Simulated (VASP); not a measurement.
# SiC (Imm2) in VASP: a series of runs, part 2 of 2

VASP 6.6.1. The steps go on from the part before.

### Step 4. Single point, PBE (strain +0.0225 x Voigt [0, 0, 0, 0, 1, 0])

INCAR

```
SYSTEM = SiC
ALGO = Normal ; EDIFF = 1E-7
ENCUT = 520 ; GGA = PE
ISIF = 2 ; ISMEAR = 0
LASPH = .TRUE. ; LCHARG = .TRUE.
LELF = .TRUE. ; LREAL = .FALSE.
LVHAR = .TRUE. ; LWAVE = .FALSE.
NBANDS = 11 ; NELM = 100
PREC = Accurate ; SIGMA = 0.05
```

KPOINTS

```
k-points
0
G
  10 10 10
  0 0 0
```

POSCAR

```
SiC
1.0
    0.0246359710      2.1898640927      2.1898640927
    2.2145000637      0.0000000000      2.2145000637
    2.1898640927      2.1898640927      0.0246359710
Si C
1 1
Direct
    0.0000000000      0.0000000000      0.0000000000
    0.7500000000      0.7500000000      0.7500000000
```

Potentials or basis: VASP PAW PBE potentials, release 64 (Si, C).

On the command line:

```console
cat potpaw_PBE.64/Si/POTCAR potpaw_PBE.64/C/POTCAR > POTCAR
mpirun -np 1 vasp_std > vasp.out
```

OUTCAR:

```text
SYSTEM = SiC
   EDIFF = 1E-7
   ENCUT = 520
   GGA = PE
   ISIF = 2
   ISMEAR = 0
   LASPH = .TRUE.
   LREAL = .FALSE.
   NELM = 100
   PREC = Accurate

 ion  position               nearest neighbor table
   1  0.000  0.000  0.000-   2 1.88   2 1.88   2 1.91   2 1.91
   2  0.750  0.750  0.750-   1 1.88   1 1.88   1 1.91   1 1.91

  LATTYP: Found a body centered orthorhombic cell.
 ALAT       =     3.0620949753
 B/A-ratio  =     1.0227560050
 C/A-ratio  =     1.4303044878

  Lattice vectors:

 A1 = (   0.0246359710,  -2.1898640927,   2.1898640927)
 A2 = (  -0.0246359710,  -2.1898640927,  -2.1898640927)
 A3 = (   2.1898640927,   2.1898640927,   0.0246359710)

Analysis of symmetry for initial positions (statically):
=====================================================================
 Subroutine PRICEL returns:
 Original cell was already a primitive cell.

 Routine SETGRP: Setting up the symmetry group for a
 body centered orthorhombic supercell.

 Subroutine GETGRP returns: Found  4 space group operations
 (whereof  4 operations were pure point group operations)
 out of a pool of  8 trial point group operations.

The static configuration has the point symmetry C_2v.

Analysis of symmetry for dynamics (positions and initial velocities):
=====================================================================
 Subroutine PRICEL returns:
 Original cell was already a primitive cell.

 Routine SETGRP: Setting up the symmetry group for a
 body centered orthorhombic supercell.

 Subroutine GETGRP returns: Found  4 space group operations
 (whereof  4 operations were pure point group operations)
 out of a pool of  8 trial point group operations.

The dynamic configuration has the point symmetry C_2v.

 Subroutine INISYM returns: Found  4 space group operations
 (whereof  4 operations are pure point group operations),
 and found     1 'primitive' translations

----------------------------------------------------------------------------------------

                                     Primitive cell

  volume of cell :      21.0003

  direct lattice vectors                    reciprocal lattice vectors
     0.024635971  2.189864093  2.189864093    -0.230922550  0.228324672  0.230922550
     2.214500064  0.000000000  2.214500064     0.225784595 -0.228324672  0.225784595
     2.189864093  2.189864093  0.024635971     0.230922550  0.228324672 -0.230922550

  length of vectors
     3.097033487  3.131776024  3.097033487     0.398475350  0.392542383  0.398475350

  position of ions in fractional coordinates (direct lattice)
     0.000000000  0.000000000  0.000000000
     0.750000000  0.750000000  0.750000000

  ion indices of the primitive-cell ions
   primitive index   ion index
                 1           1
                 2           2

----------------------------------------------------------------------------------------

 KPOINTS: k-points

Automatic generation of k-mesh.
 Grid dimensions read from file:
 generate k-points for:   10   10   10

 Generating k-lattice:

  Cartesian coordinates                     Fractional coordinates (reciprocal lattice)
    -0.023092255  0.022832467  0.023092255     0.100000000  0.000000000  0.000000000
     0.022578459 -0.022832467  0.022578459     0.000000000  0.100000000  0.000000000
     0.023092255  0.022832467 -0.023092255     0.000000000  0.000000000  0.100000000

  Length of vectors
     0.039847535  0.039254238  0.039847535

  Shift w.r.t. Gamma in fractional coordinates (k-lattice)
     0.000000000  0.000000000  0.000000000

 Subroutine IBZKPT returns following result:
 ===========================================

 Found    171 irreducible k-points:

 Following reciprocal coordinates:
            Coordinates               Weight
  0.000000  0.000000  0.000000      1.000000
  0.100000  0.000000 -0.000000      4.000000
  0.200000  0.000000 -0.000000      4.000000
  0.300000  0.000000 -0.000000      4.000000
  0.400000  0.000000 -0.000000      4.000000
  0.500000  0.000000 -0.000000      2.000000
[... 16 lines left out ...]
 -0.400000  0.200000 -0.000000      8.000000
 -0.300000  0.200000  0.000000      8.000000
 [... further k-points ...]
   k-points           NKPTS =    171   k-points in BZ     NKDIM =    171   number of bands    NBANDS=     11
   number of dos      NEDOS =    301   number of ions     NIONS =      2
   total plane-waves  NPLWV =  13824
   dimension x,y,z NGX =    24 NGY =   24 NGZ =   24
   dimension x,y,z NGXF=    48 NGYF=   48 NGZF=   48
   ions per type =               1   1
   NGX,Y,Z   is equivalent  to a cutoff of  12.88, 12.74, 12.88 a.u.
   NGXF,Y,Z  is equivalent  to a cutoff of  25.77, 25.48, 25.77 a.u.
 SYSTEM =  SiC
   PREC   = accura    normal or accurate (medium, high low for compatibility)
   ISTART =      0    job   : 0-new  1-cont  2-samecut
   ICHARG =      2    charge: 1-file 2-atom 10-const
   ISPIN  =      1    spin polarized calculation?
   LNONCOLLINEAR =      F non collinear calculations
   LSORBIT =      F    spin-orbit coupling
   LASPH  =      T    aspherical Exc in radial PAW
   ENCUT  =  520.0 eV  38.22 Ry    6.18 a.u.   5.76  5.82  5.76*2*pi/ulx,y,z
   NELM   =    100;   NELMIN=  2; NELMDL= -5     # of ELM steps
   EDIFF  = 0.1E-06   stopping-criterion for ELM
   LREAL  =      F    real-space projection
   EDIFFG = 0.1E-05   stopping-criterion for IOM
   NSW    =      0    number of steps for IOM
   IBRION =     -1    ionic relax: 0-MD 1-quasi-New 2-CG
   NFREE  =      0    steps in history (QN), initial steepest desc. (CG)
   ISIF   =      2    stress and relaxation
   ISYM   =      2    0-nonsym 1-usesym 2-fastsym
   POTIM  = 0.5000    time-step for ionic-motion
   TEBEG  =    0.0;   TEEND  =   0.0 temperature during run
   PSTRESS=    0.0 pullay stress
   NELECT =       8.0000    total number of electrons
   NUPDOWN=      -1.0000    fix difference up-down
   EMIN   =  10.00;   EMAX   =-10.00  energy-range for DOS
   EFERMI =   0.00;   METHOD = LEGACY
   ISMEAR =     0;   SIGMA  =   0.05  broadening in eV -4-tet -1-fermi 0-gaus
   EFERMI_NEDOS =   21; number of points for ismear=-14 and -15
   IALGO  =     38    algorithm
   IMIX   =      4    mixing-type and parameters
     AMIX     =   0.40;   BMIX     =  1.00
     AMIX_MAG =   1.60;   BMIX_MAG =  1.00
  volume/ion in A,a.u.               =      10.50        70.86
  Fermi-wavevector in a.u.,A,eV,Ry     =   1.186759  2.242650 19.162414  1.408398
  Thomas-Fermi vector in A             =   2.322925
   LORBIT       =      0    0 simple, 1 ext, 2 COOP (PROOUT), +10 PAW based schemes
   GGA     = PE    functional components
   LHFCALC =     F    Hartree Fock is set to
   AEXX    =    0.0000 exact exchange contribution
   IVDW    =     0    specifies the selected vdW correction
   LEPSILON=     F    determine dielectric tensor
   LRPA    =     F    only Hartree local field effects (RPA)
 non-spin polarized calculation
 Gauss-broadening in eV      SIGMA  =   0.05
  energy-cutoff  :      520.00
  volume of cell :       21.00
 maximum number of plane-waves:       576
   NGX = 11   NGY = 11   NGZ = 11

 number of electron       8.0000001 magnetization

 Free energy of the ion-electron system (eV)
  ---------------------------------------------------
  ext. energy  EPLUGINS =         0.00000000
  ---------------------------------------------------
  free energy    TOTEN  =       -15.05207596 eV

  energy without entropy =      -15.05207596  energy(sigma->0) =      -15.05207596

 E-fermi :   8.3163     XC(G=0): -11.2915

 val. band max:        8.0056542878   @ k =   0.0000   0.0000   0.0000
 cond. band min:       9.2930101035   @ k =   0.5000   0.0000   0.5000
 fundamental gap:      1.2873558157
 Fermi energy:         8.3163458349

 k-point     1 :       0.0000    0.0000    0.0000
  band No.  band energies     occupation
      1      -7.3470      2.00000
      2       7.8805      2.00000
      3       7.9370      2.00000
      4       8.0057      2.00000
      5      13.9000      0.00000
      6      14.8951      0.00000
      7      15.2541      0.00000
      8      15.4055      0.00000
      9      22.3611      0.00000
     10      22.3711      0.00000
     11      24.1919      0.00000
[... 309 lines left out ...]
 k-point    24 :      -0.3000    0.2000    0.0000
  band No.  band energies     occupation
      1      -4.3017      2.00000
      2       1.6253      2.00000
      3       4.0987      2.00000
      4       6.7600      2.00000
      5      13.4426      0.00000
      6      15.9312      0.00000
      7      16.5956      0.00000
      8      18.1665      0.00000
      9      20.6754      0.00000
     10      23.2036      0.00000
     11      26.7547      0.00000

 [... further k-points ...]
[... 5 lines left out ...]
  --------------------------------------------------------------------------------------
  -------------------------------------------------------------------------------------
  Total        0.0169476      0.0026163      0.0169476      0.0000000      0.0000000     -0.7789737
  in kB        1.2929845      0.1996018      1.2929845      0.0000000      0.0000000    -59.4301588
  external PRESSURE =       0.9285236 kB  Pullay stress =       0.0000000 kB

 VOLUME and BASIS-vectors are now :
 -----------------------------------------------------------------------------
  energy-cutoff  :      520.00
  volume of cell :       21.00
      direct lattice vectors                 reciprocal lattice vectors
     0.024635971  2.189864093  2.189864093    -0.230922550  0.228324672  0.230922550
     2.214500064  0.000000000  2.214500064     0.225784595 -0.228324672  0.225784595
     2.189864093  2.189864093  0.024635971     0.230922550  0.228324672 -0.230922550

 POSITION                                       TOTAL-FORCE (eV/Angst)
 -----------------------------------------------------------------------------------
      0.00000      0.00000      0.00000        -0.000000     -0.170314     -0.000000
      3.32175      3.28480      3.32175         0.000000      0.170314      0.000000
 -----------------------------------------------------------------------------------
    total drift:                               -0.000000      0.000024     -0.000000

  FREE ENERGIE OF THE ION-ELECTRON SYSTEM (eV)
  ---------------------------------------------------
  free  energy   TOTEN  =       -15.0520759629 eV

  energy  without entropy=      -15.0520759629  energy(sigma->0) =      -15.05207596
```

Wall time 46 s (1 thread of Intel Xeon 8259CL, shared host); peak memory 0.16 GiB.

Results:

| Quantity | Value |
| --- | --- |
| Free energy | -15.0521 eV |
| Pressure | 0.1 GPa |
| Largest force | 0.170 eV/Å |
| Band gap on the k mesh | 1.29 eV (least direct gap 4.33 eV) |

Forces in eV/Å, atoms in the order of the input:
```
Si   0.000 -0.170  0.000
C    0.000  0.170  0.000
```

Stress tensor (GPa, compression positive):
```
 0.13  0.00 -5.94
 0.00  0.02  0.00
-5.94  0.00  0.13
```

Levels at points of the mesh, in eV from the valence-band top:
```tsv
k point	band 2	band 3	band 4	band 5	band 6	band 7
(0.00, 0.00, 0.00)	-0.13	-0.07	0.00	5.89	6.89	7.25
(0.50, 0.00, 0.00)	-8.50	-1.18	-1.17	5.07	6.89	7.14
(0.00, 0.50, 0.00)	-8.53	-1.06	-1.04	5.39	7.08	7.32
(0.50, 0.50, 0.00)	-7.81	-3.22	-3.22	1.31	4.21	13.71
(0.50, 0.00, 0.50)	-7.81	-3.39	-3.05	1.29	4.23	13.78
```

Caveat: the cell differs from its parent crystal (strain +0.0225 x Voigt [0, 0, 0, 0, 1, 0]).

### Step 5. Single point, PBE (strain +0.0075 x Voigt [0, 0, 0, 0, 1, 0])

INCAR

```
SYSTEM = SiC
ALGO = Normal
EDIFF = 1E-7
ENCUT = 520
GGA = PE
ISIF = 2
ISMEAR = 0
LASPH = .TRUE.
LCHARG = .FALSE.
LREAL = .FALSE.
LWAVE = .FALSE.
NBANDS = 11
NELM = 60
PREC = Accurate
SIGMA = 0.05
```

KPOINTS is that of step 4.

POSCAR

```
SiC
1.0
    0.0082119903      2.1898640927      2.1898640927
    2.1980760830      0.0000000000      2.1980760830
    2.1898640927      2.1898640927      0.0082119903
Si C
1 1
Direct
    0.0000000000      0.0000000000      0.0000000000
    0.7500000000      0.7500000000      0.7500000000
```

On the command line:

```console
cat potpaw_PBE.64/Si/POTCAR potpaw_PBE.64/C/POTCAR > POTCAR
mpirun -np 1 vasp_std > vasp.out
```

It took 43 s on 1 thread of Intel Xeon 8259CL, shared host; peak memory 0.16 GiB.

Results (log left out):

```yaml
Free_energy: -15.0599 eV
Pressure: 0.0 GPa
Largest_force: 0.057 eV/Å
Band_gap_on_the_k_mesh: 1.35 eV (least direct gap 4.47 eV)
```

Forces on the atoms (eV/Å):
```
Si   0.000 -0.057  0.000
C    0.000  0.057  0.000
```

Stress tensor (GPa, compression positive):
```
-0.03  0.00 -1.98
 0.00 -0.04  0.00
-1.98  0.00 -0.03
```

Levels at points of the mesh, in eV from the valence-band top:
```tsv
k point	band 1	band 2	band 3	band 4	band 5	band 6	band 7	band 8
(0.00, 0.00, 0.00)	-15.31	-0.04	-0.02	0.00	6.03	7.10	7.20	7.27
(0.50, 0.00, 0.00)	-11.77	-8.47	-1.09	-1.09	5.22	7.08	7.16	9.93
(0.00, 0.50, 0.00)	-11.83	-8.48	-1.05	-1.05	5.33	7.14	7.22	9.97
(0.50, 0.50, 0.00)	-10.36	-7.77	-3.18	-3.18	1.35	4.25	13.83	13.84
(0.50, 0.00, 0.50)	-10.36	-7.77	-3.23	-3.12	1.35	4.25	13.83	13.85
```

Caveat: the cell differs from its parent crystal (strain +0.0075 x Voigt [0, 0, 0, 0, 1, 0]). A k mesh can miss the band edges.

### Step 6. Summary

```csv
cell,gap on the mesh (eV),pressure (GPa),largest force (eV/Å)
"a = 3.097, b = 3.178 Å, angles 59.1, 58.3, 59.1°, 2 atoms",1.11,0.7,0.40
"a = 3.097, b = 3.155 Å, angles 59.4, 58.8, 59.4°, 2 atoms",1.21,0.3,0.28
"a = 3.097, b = 3.132 Å, angles 59.6, 59.3, 59.6°, 2 atoms",1.29,0.1,0.17
"a = 3.097, b = 3.109 Å, angles 59.9, 59.8, 59.9°, 2 atoms",1.35,0.0,0.06
```

Alike in all rows: task single point; level PBE; potentials or basis VASP PAW PBE potentials, release 64 (Si, C); no spin polarisation; k mesh 10 × 10 × 10; cutoff (eV) 520; smearing gaussian 0.05 eV.

Absolute energies hang on the potentials; compare differences alone.
